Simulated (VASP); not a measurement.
# AgBr (Fm-3m) in VASP: a series of runs

AgBr is run at these levels: PBE; tasks: single point.

Everything below comes from runs of VASP 6.6.1. Logs are shortened: lines on timing, memory, paths and dates and some standing lists are left out, and cuts for length are marked.

### Step 1. The cell of the first run

Symmetry: Fm-3m, No. 225, cubic system. The conventional cell has a = 5.879 Å, b = 5.879 Å, c = 5.879 Å, α = 90.00°, β = 90.00°, γ = 90.00°. Within 3.9 Å of Ag (site symmetry m-3m) lie 6 Br at 2.94 Å. Within 3.9 Å of Br (site symmetry m-3m) lie 6 Ag at 2.94 Å.

### Step 2. Single point, PBE (25.40 Å³/atom)

INCAR

```
PREC     = Accurate       # precision mode
ENCUT    = 500            # plane-wave cutoff, eV
EDIFF    = 1E-6           # SCF threshold, eV
ISMEAR   = 0              # smearing method
SIGMA    = 0.05           # smearing width, eV
LREAL    = False          # projectors in reciprocal space
LASPH    = True           # aspherical terms in the spheres
NELM     = 120            # most SCF steps
ALGO     = Normal         # electronic algorithm
ISIF     = 2              # what is computed and relaxed
LWAVE    = False          # write WAVECAR
LCHARG   = False          # write CHGCAR
GGA      = PE             # functional
NBANDS   = 16             # bands
GGA_COMPAT= False
```

KPOINTS

```
regular mesh
0
Gamma
  10 10 10
```

POSCAR

```
AgBr
1.0
    0.0000000000      2.9395957309      2.9395957309
    2.9395957309      0.0000000000      2.9395957309
    2.9395957309      2.9395957309      0.0000000000
Ag Br
1 1
Direct
    0.5000000000      0.5000000000      0.5000000000
    0.0000000000      0.0000000000      0.0000000000
```

Potentials or basis: VASP PAW PBE potentials, release 64 (Ag, Br).

Started as:

```
$ cat potpaw_PBE.64/Ag/POTCAR potpaw_PBE.64/Br/POTCAR > POTCAR
$ mpirun -np 1 vasp_std > vasp.out
```

OUTCAR:

```text
PREC = Accurate
   ENCUT = 500
   EDIFF = 1E-6
   ISMEAR = 0
   LREAL = False
   LASPH = True
   NELM = 120
   ISIF = 2
   GGA = PE

 ion  position               nearest neighbor table
   1  0.500  0.500  0.500-   2 2.94   2 2.94   2 2.94   2 2.94   2 2.94   2 2.94
   2  0.000  0.000  0.000-   1 2.94   1 2.94   1 2.94   1 2.94   1 2.94   1 2.94

  LATTYP: Found a face centered cubic cell.
 ALAT       =     5.8791914618

  Lattice vectors:

 A1 = (   0.0000000000,   2.9395957309,   2.9395957309)
 A2 = (   2.9395957309,   0.0000000000,   2.9395957309)
 A3 = (   2.9395957309,   2.9395957309,   0.0000000000)

Analysis of symmetry for initial positions (statically):
=====================================================================
 Subroutine PRICEL returns:
 Original cell was already a primitive cell.

 Routine SETGRP: Setting up the symmetry group for a
 face centered cubic supercell.

 Subroutine GETGRP returns: Found 48 space group operations
 (whereof 48 operations were pure point group operations)
 out of a pool of 48 trial point group operations.

The static configuration has the point symmetry O_h .

Analysis of symmetry for dynamics (positions and initial velocities):
=====================================================================
 Subroutine PRICEL returns:
 Original cell was already a primitive cell.

 Routine SETGRP: Setting up the symmetry group for a
 face centered cubic supercell.

 Subroutine GETGRP returns: Found 48 space group operations
 (whereof 48 operations were pure point group operations)
 out of a pool of 48 trial point group operations.

The dynamic configuration has the point symmetry O_h .

 Subroutine INISYM returns: Found 48 space group operations
 (whereof 48 operations are pure point group operations),
 and found     1 'primitive' translations

----------------------------------------------------------------------------------------

                                     Primitive cell

  volume of cell :      50.8034

  direct lattice vectors                    reciprocal lattice vectors
     0.000000000  2.939595731  2.939595731    -0.170091416  0.170091416  0.170091416
     2.939595731  0.000000000  2.939595731     0.170091416 -0.170091416  0.170091416
     2.939595731  2.939595731  0.000000000     0.170091416  0.170091416 -0.170091416

  length of vectors
     4.157216151  4.157216151  4.157216151     0.294606974  0.294606974  0.294606974

  position of ions in fractional coordinates (direct lattice)
     0.500000000  0.500000000  0.500000000
     0.000000000  0.000000000  0.000000000

  ion indices of the primitive-cell ions
   primitive index   ion index
                 1           1
                 2           2

----------------------------------------------------------------------------------------

 KPOINTS: regular mesh

Automatic generation of k-mesh.
 Grid dimensions read from file:
 generate k-points for:   10   10   10

 Generating k-lattice:

  Cartesian coordinates                     Fractional coordinates (reciprocal lattice)
    -0.017009142  0.017009142  0.017009142     0.100000000  0.000000000  0.000000000
     0.017009142 -0.017009142  0.017009142     0.000000000  0.100000000  0.000000000
     0.017009142  0.017009142 -0.017009142     0.000000000  0.000000000  0.100000000

  Length of vectors
     0.029460697  0.029460697  0.029460697

  Shift w.r.t. Gamma in fractional coordinates (k-lattice)
     0.000000000  0.000000000  0.000000000

 Subroutine IBZKPT returns following result:
 ===========================================

 Found     47 irreducible k-points:

 Following reciprocal coordinates:
            Coordinates               Weight
  0.000000  0.000000  0.000000      1.000000
  0.100000  0.000000  0.000000      8.000000
  0.200000  0.000000  0.000000      8.000000
  0.300000  0.000000  0.000000      8.000000
  0.400000  0.000000  0.000000      8.000000
  0.500000  0.000000  0.000000      4.000000
[... 16 lines left out ...]
  0.300000  0.300000  0.000000      6.000000
  0.400000  0.300000  0.000000     24.000000
 [... further k-points ...]
   k-points           NKPTS =     47   k-points in BZ     NKDIM =     47   number of bands    NBANDS=     16
   number of dos      NEDOS =    301   number of ions     NIONS =      2
   total plane-waves  NPLWV =  27000
   dimension x,y,z NGX =    30 NGY =   30 NGZ =   30
   dimension x,y,z NGXF=    60 NGYF=   60 NGZF=   60
   ions per type =               1   1
   NGX,Y,Z   is equivalent  to a cutoff of  12.00, 12.00, 12.00 a.u.
   NGXF,Y,Z  is equivalent  to a cutoff of  23.99, 23.99, 23.99 a.u.
 SYSTEM =  unknown system
   PREC   = accura    normal or accurate (medium, high low for compatibility)
   ISTART =      0    job   : 0-new  1-cont  2-samecut
   ICHARG =      2    charge: 1-file 2-atom 10-const
   ISPIN  =      1    spin polarized calculation?
   LNONCOLLINEAR =      F non collinear calculations
   LSORBIT =      F    spin-orbit coupling
   LASPH  =      T    aspherical Exc in radial PAW
   ENCUT  =  500.0 eV  36.75 Ry    6.06 a.u.   7.58  7.58  7.58*2*pi/ulx,y,z
   NELM   =    120;   NELMIN=  2; NELMDL= -5     # of ELM steps
   EDIFF  = 0.1E-05   stopping-criterion for ELM
   LREAL  =      F    real-space projection
   EDIFFG = 0.1E-04   stopping-criterion for IOM
   NSW    =      0    number of steps for IOM
   IBRION =     -1    ionic relax: 0-MD 1-quasi-New 2-CG
   NFREE  =      0    steps in history (QN), initial steepest desc. (CG)
   ISIF   =      2    stress and relaxation
   ISYM   =      2    0-nonsym 1-usesym 2-fastsym
   POTIM  = 0.5000    time-step for ionic-motion
   TEBEG  =    0.0;   TEEND  =   0.0 temperature during run
   PSTRESS=    0.0 pullay stress
   NELECT =      18.0000    total number of electrons
   NUPDOWN=      -1.0000    fix difference up-down
   EMIN   =  10.00;   EMAX   =-10.00  energy-range for DOS
   EFERMI =   0.00;   METHOD = LEGACY
   ISMEAR =     0;   SIGMA  =   0.05  broadening in eV -4-tet -1-fermi 0-gaus
   EFERMI_NEDOS =   21; number of points for ismear=-14 and -15
   IALGO  =     38    algorithm
   IMIX   =      4    mixing-type and parameters
     AMIX     =   0.40;   BMIX     =  1.00
     AMIX_MAG =   1.60;   BMIX_MAG =  1.00
  volume/ion in A,a.u.               =      25.40       171.42
  Fermi-wavevector in a.u.,A,eV,Ry     =   1.158425  2.189107 18.258329  1.341949
  Thomas-Fermi vector in A             =   2.295028
   LORBIT       =      0    0 simple, 1 ext, 2 COOP (PROOUT), +10 PAW based schemes
   GGA     = PE    functional components
   LHFCALC =     F    Hartree Fock is set to
   AEXX    =    0.0000 exact exchange contribution
   IVDW    =     0    specifies the selected vdW correction
   LEPSILON=     F    determine dielectric tensor
   LRPA    =     F    only Hartree local field effects (RPA)
 non-spin polarized calculation
 Gauss-broadening in eV      SIGMA  =   0.05
  energy-cutoff  :      500.00
  volume of cell :       50.80
 maximum number of plane-waves:      1308
   NGX = 15   NGY = 15   NGZ = 15

 number of electron      17.9999997 magnetization

 Free energy of the ion-electron system (eV)
  ---------------------------------------------------
  ext. energy  EPLUGINS =         0.00000000
  ---------------------------------------------------
  free energy    TOTEN  =        -4.99796626 eV

  energy without entropy =       -4.99796626  energy(sigma->0) =       -4.99796626

 E-fermi :   3.0534     XC(G=0):  -9.4983

 val. band max:        2.7727229267   @ k =   0.5000   0.0000   0.0000
 cond. band min:       3.4687905976   @ k =   0.0000   0.0000   0.0000
 fundamental gap:      0.6960676709
 Fermi energy:         3.0534338941

 k-point     1 :       0.0000    0.0000    0.0000
  band No.  band energies     occupation
      1     -11.8651      2.00000
      2       0.2590      2.00000
      3       0.2590      2.00000
      4       0.2596      2.00000
      5       0.2596      2.00000
      6       0.2596      2.00000
[... 8 lines left out ...]
     15      14.2639      0.00000
     16      14.2639      0.00000

 k-point     2 :       0.1000    0.0000    0.0000
  band No.  band energies     occupation
      1     -11.8330      2.00000
      2       0.0104      2.00000
      3       0.0104      2.00000
      4       0.0906      2.00000
      5       0.2828      2.00000
      6       0.2828      2.00000
[... 8 lines left out ...]
     15      13.6516      0.00000
     16      14.0288      0.00000

 k-point     3 :       0.2000    0.0000    0.0000
  band No.  band energies     occupation
      1     -11.7471      2.00000
      2      -0.5540      2.00000
      3      -0.3750      2.00000
      4      -0.3750      2.00000
      5       0.3449      2.00000
      6       0.3449      2.00000
[... 8 lines left out ...]
     15      13.7873      0.00000
     16      13.8057      0.00000

 k-point     4 :       0.3000    0.0000    0.0000
  band No.  band energies     occupation
      1     -11.6363      2.00000
      2      -1.2609      2.00000
      3      -0.6930      2.00000
      4      -0.6930      2.00000
      5       0.4235      2.00000
      6       0.4235      2.00000
[... 8 lines left out ...]
     15      14.4595      0.00000
     16      14.4595      0.00000

 k-point     5 :       0.4000    0.0000    0.0000
  band No.  band energies     occupation
      1     -11.5426      2.00000
      2      -1.7498      2.00000
      3      -0.8958      2.00000
      4      -0.8958      2.00000
      5       0.4886      2.00000
      6       0.4886      2.00000
[... 8 lines left out ...]
     15      15.3489      0.00000
     16      15.3489      0.00000

 k-point     6 :       0.5000    0.0000    0.0000
  band No.  band energies     occupation
      1     -11.5057      2.00000
      2      -1.9228      2.00000
      3      -0.9652      2.00000
      4      -0.9652      2.00000
      5       0.5139      2.00000
      6       0.5139      2.00000
[... 8 lines left out ...]
     15      15.9110      0.00000
     16      15.9110      0.00000
[... 267 lines left out ...]
 k-point    21 :      -0.3000    0.2000    0.0000
  band No.  band energies     occupation
      1     -11.5285      2.00000
      2      -1.5370      2.00000
      3      -0.9086      2.00000
      4      -0.5980      2.00000
      5       0.4532      2.00000
      6       0.4979      2.00000
[... 8 lines left out ...]
     15      16.1153      0.00000
     16      16.1666      0.00000

 k-point    22 :      -0.2000    0.2000    0.0000
  band No.  band energies     occupation
      1     -11.6078      2.00000
      2      -1.3176      2.00000
      3      -0.8153      2.00000
      4      -0.3349      2.00000
      5       0.3919      2.00000
      6       0.4705      2.00000
[... 8 lines left out ...]
     15      15.9541      0.00000
     16      16.0501      0.00000

 k-point    23 :       0.3000    0.3000    0.0000
  band No.  band energies     occupation
      1     -11.5954      2.00000
      2      -1.3048      2.00000
      3       0.0657      2.00000
      4       0.0657      2.00000
      5       0.1131      2.00000
      6       0.3468      2.00000
[... 8 lines left out ...]
     15      16.5345      0.00000
     16      17.8823      0.00000

 k-point    24 :       0.4000    0.3000    0.0000
  band No.  band energies     occupation
      1     -11.5364      2.00000
      2      -1.2965      2.00000
      3      -0.2324      2.00000
      4      -0.1675      2.00000
      5       0.2292      2.00000
      6       0.4954      2.00000
[... 8 lines left out ...]
     15      16.9566      0.00000
     16      17.6886      0.00000

 [... further k-points ...]

------------------------ aborting loop because EDIFF is reached ----------------------------------------

  FORCE on cell =-STRESS in cart. coord.  units (eV):
  Direction    XX          YY          ZZ          XY          YZ          ZX
  --------------------------------------------------------------------------------------
  -------------------------------------------------------------------------------------
  Total       -0.2383417     -0.2383417     -0.2383417     -0.0000000      0.0000000      0.0000000
  in kB       -7.5165376     -7.5165376     -7.5165376     -0.0000000      0.0000000      0.0000000
  external PRESSURE =      -7.5165376 kB  Pullay stress =       0.0000000 kB

 VOLUME and BASIS-vectors are now :
 -----------------------------------------------------------------------------
  energy-cutoff  :      500.00
  volume of cell :       50.80
      direct lattice vectors                 reciprocal lattice vectors
     0.000000000  2.939595731  2.939595731    -0.170091416  0.170091416  0.170091416
     2.939595731  0.000000000  2.939595731     0.170091416 -0.170091416  0.170091416
     2.939595731  2.939595731  0.000000000     0.170091416  0.170091416 -0.170091416

 POSITION                                       TOTAL-FORCE (eV/Angst)
 -----------------------------------------------------------------------------------
      2.93960      2.93960      2.93960        -0.000000      0.000000      0.000000
      0.00000      0.00000      0.00000         0.000000     -0.000000     -0.000000
 -----------------------------------------------------------------------------------
    total drift:                                0.000000      0.000000      0.000000

  FREE ENERGIE OF THE ION-ELECTRON SYSTEM (eV)
  ---------------------------------------------------
  free  energy   TOTEN  =        -4.9979662614 eV

  energy  without entropy=       -4.9979662614  energy(sigma->0) =       -4.99796626
```

Run time: 14 s. Hardware: 1 thread of Intel Xeon 6975P-C (Granite Rapids), shared host; peak memory 0.19 GiB.

What came out:

* Free energy: -4.9980 eV
* Pressure: -0.8 GPa
* Band gap on the k mesh: 0.70 eV (least direct gap 2.38 eV)

### Step 3. Single point, PBE (25.90 Å³/atom)

This run uses another cell than the first one, of 25.90 Å³/atom.

INCAR

```
PREC = Accurate
ENCUT = 500
EDIFF = 1E-6
ISMEAR = 0
SIGMA = 0.05
LREAL = False
LASPH = True
NELM = 120
ALGO = Normal
ISIF = 2
LWAVE = False
LCHARG = False
GGA = PE
NBANDS = 16
GGA_COMPAT = False
```

KPOINTS

```
Automatic mesh
0
Gamma
  10 10 10
```

POSCAR

```
AgBr
1.0
    0.0000000000      2.9586845497      2.9586845497
    2.9586845497      0.0000000000      2.9586845497
    2.9586845497      2.9586845497      0.0000000000
Ag Br
1 1
Direct
    0.5000000000      0.5000000000      0.5000000000
    0.0000000000      0.0000000000      0.0000000000
```

Potentials or basis: VASP PAW PBE potentials, release 64 (Ag, Br).

Started as:

```
$ cat potpaw_PBE.64/Ag/POTCAR potpaw_PBE.64/Br/POTCAR > POTCAR
$ mpirun -np 1 vasp_std > vasp.out
```

Wall time 12 s (1 thread of Intel Xeon 6975P-C (Granite Rapids), shared host); peak memory 0.19 GiB.

The run converged. Its results:

```yaml
Free_energy: -4.9914 eV
Pressure: -1.4 GPa
Band_gap_on_the_k_mesh: 0.71 eV (least direct gap 2.32 eV)
```

Levels at points of the mesh, in eV from the valence-band top:
| k point | band 7 | band 8 | band 9 | band 10 | band 11 | band 12 |
| --- | --- | --- | --- | --- | --- | --- |
| (0.00, 0.00, 0.00) | -1.62 | -1.62 | -1.62 | 0.71 | 9.94 | 9.94 |
| (0.50, 0.00, 0.00) | -1.90 | 0.00 | 0.00 | 3.98 | 6.07 | 6.92 |
| (0.50, 0.50, 0.00) | -2.12 | -2.12 | -2.07 | 1.78 | 7.22 | 8.71 |

A k mesh can miss the band edges. Expect the measured gap to be larger: semilocal functionals such as PBE lack the derivative discontinuity.

### Step 4. Single point, PBE

This run uses another cell than the first one, of 24.90 Å³/atom.

INCAR

```
ALGO     = Normal         # electronic algorithm
EDIFF    = 1E-6           # SCF threshold, eV
ENCUT    = 500            # plane-wave cutoff, eV
GGA      = PE             # functional
GGA_COMPAT= F            
ISIF     = 2              # what is computed and relaxed
ISMEAR   = 0              # smearing method
ISYM     = 0            
LASPH    = T              # aspherical terms in the spheres
LCHARG   = F              # write CHGCAR
LREAL    = F              # projectors in reciprocal space
LWAVE    = F              # write WAVECAR
NBANDS   = 16             # bands
NELM     = 120            # most SCF steps
PREC     = Accurate       # precision mode
SIGMA    = 0.05           # smearing width, eV
```

KPOINTS

```
Automatic mesh
0
Gamma
  10 10 10
  0.5 0.5 0.5
```

POSCAR

```
AgBr
1.0
    0.0000000000      2.9202557254      2.9202557254
    2.9202557254      0.0000000000      2.9202557254
    2.9202557254      2.9202557254      0.0000000000
Ag Br
1 1
Direct
    0.5000000000      0.5000000000      0.5000000000
    0.0000000000      0.0000000000      0.0000000000
```

Started as:

```
$ cat potpaw_PBE.64/Ag/POTCAR potpaw_PBE.64/Br/POTCAR > POTCAR
$ mpirun -np 1 vasp_std > vasp.out
```

It took 9 min on 1 thread of Intel Xeon 6975P-C (Granite Rapids), shared host; peak memory 1.5 GiB.

Results (log left out):

- Free energy: -5.0004 eV
- Pressure: 0.0 GPa
- Band gap on the k mesh: 0.88 eV (least direct gap 2.51 eV)

Levels at points of the mesh, in eV from the valence-band top:
| k point | band 7 | band 8 | band 9 | band 10 | band 11 | band 12 |
| --- | --- | --- | --- | --- | --- | --- |
| (0.05, 0.05, 0.05) | -1.82 | -1.63 | -1.63 | 0.88 | 9.61 | 9.93 |

Caveat: a shifted mesh leaves out Γ, where band edges can lie. A k mesh can miss the band edges.

### Step 5. Overview

```csv
cell,k mesh,gap on the mesh (eV),pressure (GPa)
"a = 4.157 Å, angles 60.0°, 2 atoms",10 × 10 × 10,0.70,-0.8
"a = 4.184 Å, angles 60.0°, 2 atoms",10 × 10 × 10,0.71,-1.4
"a = 4.130 Å, angles 60.0°, 2 atoms","10 × 10 × 10, shifted",0.88,0.0
```

Alike in all rows: task single point; level PBE; potentials or basis VASP PAW PBE potentials, release 64 (Ag, Br); no spin polarisation; cutoff (eV) 500; smearing gaussian 0.05 eV.

Caveats: a shifted mesh leaves out Γ, where band edges can lie (at least some runs).

Total energies depend on the potentials used, so only differences within one code and one set of settings carry meaning.
